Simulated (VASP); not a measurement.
A run of VASP 6.6.1 is set up as follows.

File INCAR:

```
SYSTEM = Au
PREC     = Accurate       ! precision mode
ENCUT    = 520            ! plane-wave cutoff, eV
EDIFF    = 1E-6           ! SCF threshold, eV
ISMEAR   = -1             ! smearing method
SIGMA    = 0.1            ! smearing width, eV
LREAL    = .FALSE.        ! projectors in reciprocal space
LASPH    = .TRUE.         ! aspherical terms in the spheres
NELM     = 80             ! most SCF steps
ALGO     = Normal         ! electronic algorithm
ISIF     = 2              ! what is computed and relaxed
LWAVE    = .FALSE.        ! write WAVECAR
LCHARG   = .FALSE.        ! write CHGCAR
GGA      = PE             ! functional
NBANDS   = 12             ! bands
```

File KPOINTS:

```
Automatic mesh
0
G
  10 10 10
  0 0 0
```

Contents of POSCAR:

```
Au
1.0
    0.0000000000      1.9837274873      1.9837274873
    1.9837274873      0.0000000000      1.9837274873
    1.9837274873      1.9837274873      0.0000000000
Au
1
Direct
    0.0000000000      0.0000000000      0.0000000000
```

Potentials or basis: VASP PAW PBE potentials, release 64 (Au).

Run with:

```bash
$ cat potpaw_PBE.64/Au/POTCAR > POTCAR
$ mpirun -np 1 vasp_std > vasp.out
```

Question: Predict the pressure.

Answer: 29.6 GPa.
